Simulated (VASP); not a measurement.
# TiCo (Pm-3m) in VASP: notebook, part 2 of 2

VASP 6.6.1. The steps go on from the part before.

## Step 3: Relaxation of cell and atoms, PBE, collinear spin, ferromagnetic start

INCAR

```
SYSTEM = TiCo
ALGO = Fast ; EDIFF = 1E-6
EDIFFG = -0.02 ; ENCUT = 600
GGA = PE ; IBRION = 2
ISIF = 3 ; ISMEAR = 0
ISPIN = 2 ; LASPH = .TRUE.
LCHARG = .FALSE. ; LMAXMIX = 4
LORBIT = 11 ; LREAL = .FALSE.
LWAVE = .FALSE. ; MAGMOM = 0 0.6
NELM = 150 ; NSW = 90
PREC = Accurate ; SIGMA = 0.1
```

KPOINTS

```
k-points
0
G
  12 12 12
  0 0 0
```

POSCAR

```
TiCo
1.0
    2.9861109900      0.0000000000      0.0000000000
    0.0000000000      2.9861109900      0.0000000000
    0.0000000000      0.0000000000      2.9861109900
Ti Co
1 1
Direct
    0.0000000000      0.0000000000      0.0000000000
    0.5000000000      0.5000000000      0.5000000000
```

Potentials or basis: VASP PAW PBE potentials, release 64 (Ti_sv, Co).

Run with:

```sh
> cat potpaw_PBE.64/Ti_sv/POTCAR potpaw_PBE.64/Co/POTCAR > POTCAR
> mpirun -np 1 vasp_std > vasp.out
```

OUTCAR:

```text
SYSTEM = TiCo
   EDIFF = 1E-6
   EDIFFG = -0.02
   ENCUT = 600
   GGA = PE
   IBRION = 2
   ISIF = 3
   ISMEAR = 0
   ISPIN = 2
   LASPH = .TRUE.
   LORBIT = 11
   LREAL = .FALSE.
   NELM = 150
   NSW = 90
   PREC = Accurate

 ion  position               nearest neighbor table
   1  0.000  0.000  0.000-   2 2.59   2 2.59   2 2.59   2 2.59   2 2.59   2 2.59   2 2.59   2 2.59

   2  0.500  0.500  0.500-   1 2.59   1 2.59   1 2.59   1 2.59   1 2.59   1 2.59   1 2.59   1 2.59

  LATTYP: Found a simple cubic cell.
 ALAT       =     2.9861109900

  Lattice vectors:

 A1 = (   2.9861109900,   0.0000000000,   0.0000000000)
 A2 = (   0.0000000000,   2.9861109900,   0.0000000000)
 A3 = (   0.0000000000,   0.0000000000,   2.9861109900)

Analysis of symmetry for initial positions (statically):
=====================================================================
 Subroutine PRICEL returns:
 Original cell was already a primitive cell.

 Routine SETGRP: Setting up the symmetry group for a
 simple cubic supercell.

 Subroutine GETGRP returns: Found 48 space group operations
 (whereof 48 operations were pure point group operations)
 out of a pool of 48 trial point group operations.

The static configuration has the point symmetry O_h .

Analysis of symmetry for dynamics (positions and initial velocities):
=====================================================================
 Subroutine PRICEL returns:
 Original cell was already a primitive cell.

 Routine SETGRP: Setting up the symmetry group for a
 simple cubic supercell.

 Subroutine GETGRP returns: Found 48 space group operations
 (whereof 48 operations were pure point group operations)
 out of a pool of 48 trial point group operations.

The dynamic configuration has the point symmetry O_h .

Analysis of structural, dynamic, and magnetic symmetry:
=====================================================================
 Subroutine PRICEL returns:
 Original cell was already a primitive cell.

 Routine SETGRP: Setting up the symmetry group for a
 simple cubic supercell.

 Subroutine GETGRP returns: Found 48 space group operations
 (whereof 48 operations were pure point group operations)
 out of a pool of 48 trial point group operations.

The overall configuration has the point symmetry O_h .

 Subroutine INISYM returns: Found 48 space group operations
 (whereof 48 operations are pure point group operations),
 and found     1 'primitive' translations

----------------------------------------------------------------------------------------

                                     Primitive cell

  volume of cell :      26.6267

  direct lattice vectors                    reciprocal lattice vectors
     2.986110990  0.000000000  0.000000000     0.334883735  0.000000000  0.000000000
     0.000000000  2.986110990  0.000000000     0.000000000  0.334883735  0.000000000
     0.000000000  0.000000000  2.986110990     0.000000000  0.000000000  0.334883735

  length of vectors
     2.986110990  2.986110990  2.986110990     0.334883735  0.334883735  0.334883735

  position of ions in fractional coordinates (direct lattice)
     0.000000000  0.000000000  0.000000000
     0.500000000  0.500000000  0.500000000

  ion indices of the primitive-cell ions
   primitive index   ion index
                 1           1
                 2           2

----------------------------------------------------------------------------------------

 KPOINTS: k-points
[... 52 lines left out ...]
   total plane-waves  NPLWV =  13824
   dimension x,y,z NGX =    24 NGY =   24 NGZ =   24
   dimension x,y,z NGXF=    48 NGYF=   48 NGZF=   48
   ions per type =               1   1
   NGX,Y,Z   is equivalent  to a cutoff of  13.36, 13.36, 13.36 a.u.
   NGXF,Y,Z  is equivalent  to a cutoff of  26.72, 26.72, 26.72 a.u.
 SYSTEM =  TiCo
   PREC   = accura    normal or accurate (medium, high low for compatibility)
   ISTART =      0    job   : 0-new  1-cont  2-samecut
   ICHARG =      2    charge: 1-file 2-atom 10-const
   ISPIN  =      2    spin polarized calculation?
   LNONCOLLINEAR =      F non collinear calculations
   LSORBIT =      F    spin-orbit coupling
   LASPH  =      T    aspherical Exc in radial PAW
   ENCUT  =  600.0 eV  44.10 Ry    6.64 a.u.   5.96  5.96  5.96*2*pi/ulx,y,z
   NELM   =    150;   NELMIN=  2; NELMDL= -5     # of ELM steps
   EDIFF  = 0.1E-05   stopping-criterion for ELM
   LREAL  =      F    real-space projection
   EDIFFG = -.2E-01   stopping-criterion for IOM
   NSW    =     90    number of steps for IOM
   IBRION =      2    ionic relax: 0-MD 1-quasi-New 2-CG
   NFREE  =      1    steps in history (QN), initial steepest desc. (CG)
   ISIF   =      3    stress and relaxation
   ISYM   =      2    0-nonsym 1-usesym 2-fastsym
   POTIM  = 0.5000    time-step for ionic-motion
   TEBEG  =    0.0;   TEEND  =   0.0 temperature during run
   PSTRESS=    0.0 pullay stress
   NELECT =      21.0000    total number of electrons
   NUPDOWN=      -1.0000    fix difference up-down
   EMIN   =  10.00;   EMAX   =-10.00  energy-range for DOS
   EFERMI =   0.00;   METHOD = LEGACY
   ISMEAR =     0;   SIGMA  =   0.10  broadening in eV -4-tet -1-fermi 0-gaus
   EFERMI_NEDOS =   21; number of points for ismear=-14 and -15
   IALGO  =     68    algorithm
   IMIX   =      4    mixing-type and parameters
     AMIX     =   0.40;   BMIX     =  1.00
     AMIX_MAG =   1.60;   BMIX_MAG =  1.00
  volume/ion in A,a.u.               =      13.31        89.84
  Fermi-wavevector in a.u.,A,eV,Ry     =   1.512546  2.858298 31.127355  2.287796
  Thomas-Fermi vector in A             =   2.622456
   LORBIT       =     11    0 simple, 1 ext, 2 COOP (PROOUT), +10 PAW based schemes
   GGA     = PE    functional components
   LHFCALC =     F    Hartree Fock is set to
   AEXX    =    0.0000 exact exchange contribution
   IVDW    =     0    specifies the selected vdW correction
   LEPSILON=     F    determine dielectric tensor
   LRPA    =     F    only Hartree local field effects (RPA)
 conjugate gradient relaxation of ions
 spin polarized calculation
 RMM-DIIS sequential band-by-band and
 Gauss-broadening in eV      SIGMA  =   0.10
  energy-cutoff  :      600.00
  volume of cell :       26.63
 maximum number of plane-waves:       912
 NGX is ok and might be reduce to    24
   NGX = 11   NGY = 11   NGZ = 11

--------------------------------------- Ionic step        1  -------------------------------------------

 number of electron      20.9999983 magnetization       0.8545498

 Free energy of the ion-electron system (eV)
  ---------------------------------------------------
  ext. energy  EPLUGINS =         0.00000000
  ---------------------------------------------------
  free energy    TOTEN  =       -15.67792071 eV

  energy without entropy =      -15.66697330  energy(sigma->0) =      -15.67244700

 E-fermi :   9.9508     XC(G=0): -12.5748

 val. band max:        9.9489390790   @ k =   0.5000   0.5000   0.5000
 cond. band min:       9.9530904400   @ k =   0.4167   0.4167   0.0833
 fundamental gap:      0.0041513610
 Fermi energy:         9.9507771377

 spin component 1

 k-point     1 :       0.0000    0.0000    0.0000
  band No.  band energies     occupation
      1     -47.2264      1.00000
      2     -23.3194      1.00000
      3     -23.3194      1.00000
      4     -23.3194      1.00000
      5       2.2423      1.00000
      6       5.7591      1.00000
      7       5.7591      1.00000
      8       8.0581      1.00000
      9       8.0581      1.00000
     10       8.0581      1.00000
     11      10.4046      0.00000
     12      10.4046      0.00000
[... 876 lines left out ...]
--------------------------------------- Ionic step        3  -------------------------------------------

 number of electron      20.9999984 magnetization       0.8460703

 Free energy of the ion-electron system (eV)
  ---------------------------------------------------
  ext. energy  EPLUGINS =         0.00000000
  ---------------------------------------------------
  free energy    TOTEN  =       -15.67828884 eV

  energy without entropy =      -15.66733889  energy(sigma->0) =      -15.67281386

 E-fermi :  10.0196     XC(G=0): -12.6028

 val. band max:       10.0069063666   @ k =   0.5000   0.5000   0.5000
 cond. band min:      10.0210512830   @ k =   0.3333   0.3333   0.1667
 fundamental gap:      0.0141449164
 Fermi energy:        10.0196171892

 spin component 1

 k-point     1 :       0.0000    0.0000    0.0000
  band No.  band energies     occupation
      1     -47.1521      1.00000
      2     -23.2435      1.00000
      3     -23.2435      1.00000
      4     -23.2435      1.00000
      5       2.2879      1.00000
      6       5.8065      1.00000
      7       5.8065      1.00000
      8       8.1231      1.00000
      9       8.1231      1.00000
     10       8.1231      1.00000
     11      10.4793      0.00000
     12      10.4793      0.00000
[... 834 lines left out ...]
  FREE ENERGIE OF THE ION-ELECTRON SYSTEM (eV)
  ---------------------------------------------------
  free  energy   TOTEN  =       -15.6782888357 eV

  energy  without entropy=      -15.6673388937  energy(sigma->0) =      -15.67281386

 reached required accuracy - stopping structural energy minimisation

 total charge

# of ion       s       p       d       tot
------------------------------------------
    1        2.248   6.182   1.863  10.293
    2        0.526   0.463   7.307   8.296
--------------------------------------------------
tot          2.775   6.645   9.170  18.590

 magnetization (x)

# of ion       s       p       d       tot
------------------------------------------
    1       -0.002  -0.012  -0.006  -0.020
    2        0.027  -0.004   0.889   0.912
--------------------------------------------------
tot          0.025  -0.016   0.883   0.891
```

CONTCAR:

```text
TiCo
   1.00000000000000
     2.9808906284150831    0.0000000000000000    0.0000000000000000
     0.0000000000000000    2.9808906284150831    0.0000000000000000
    -0.0000000000000000    0.0000000000000000    2.9808906284150831
  Ti              Co
     1     1
Direct
     0.0000000000000000    0.0000000000000000    0.0000000000000000
     0.5000000000000000    0.5000000000000000    0.5000000000000000

  0.00000000E+00  0.00000000E+00  0.00000000E+00
  0.00000000E+00  0.00000000E+00  0.00000000E+00
```

Wall time 5.7 min (1 thread of Oxide Virtual Turin-like, shared host); peak memory 0.17 GiB.

Results:

```
Free energy                                           : -15.6783 eV
Relaxed volume                                        : 13.24 Å³/atom
Relaxed cell                                          : a = 2.981 Å, b = 2.981 Å, c = 2.981 Å, α = 90.00°, β = 90.00°, γ = 90.00°
Space group after relaxing (to 0.1 Å)                 : Pm-3m (No. 221)
Energy gained by relaxing                             : 0.2 meV/atom
Ionic steps                                           : 3
Pressure after relaxing                               : 0.0 GPa
Net moment                                            : 0.85 μB per cell
Site moments                                          : Ti -0.02; Co +0.91 μB
Valence electrons inside the program's atomic spheres : Ti 10.29; Co 8.30
```

The path:
```tsv
step	energy change (eV)	largest force (eV/Å)	pressure (GPa)	volume (Å³)
1	0.0000	0.0000	-0.84	26.63
2	0.0000	0.0000	0.80	26.36
3	-0.0004	0.0000	0.03	26.49
```

Final structure:
```
Ti Co
1.0
     2.98089    0.00000    0.00000
     0.00000    2.98089    0.00000
     0.00000    0.00000    2.98089
Ti Co
1 1
Direct
  0.00000 0.00000 0.00000
  0.50000 0.50000 0.50000
```

Levels at points of the mesh, in eV from the Fermi level:
Spin up:
```csv
k point,band 9,band 10,band 11,band 12,band 13,band 14
"(0.00, 0.00, 0.00)",-1.90,-1.90,0.46,0.46,2.66,2.66
"(0.50, 0.00, 0.00)",-2.01,-1.54,-0.73,-0.61,0.64,0.64
"(0.50, 0.50, 0.00)",-1.51,-0.79,0.62,0.62,1.08,2.43
"(0.50, 0.50, 0.50)",-2.12,-2.12,-1.48,-1.48,3.18,3.18
```
Spin down:
| k point | band 7 | band 8 | band 9 | band 10 | band 11 | band 12 | band 13 | band 14 |
| --- | --- | --- | --- | --- | --- | --- | --- | --- |
| (0.00, 0.00, 0.00) | -3.56 | -1.36 | -1.36 | -1.36 | 1.01 | 1.01 | 2.76 | 2.76 |
| (0.50, 0.00, 0.00) | -1.92 | -1.44 | -1.44 | -0.93 | -0.83 | 0.56 | 0.65 | 0.65 |
| (0.50, 0.50, 0.00) | -2.33 | -2.33 | -0.05 | 0.26 | 0.59 | 0.59 | 1.24 | 2.62 |
| (0.50, 0.50, 0.50) | -2.36 | -2.12 | -2.12 | -2.12 | -0.01 | -0.01 | 3.13 | 3.13 |
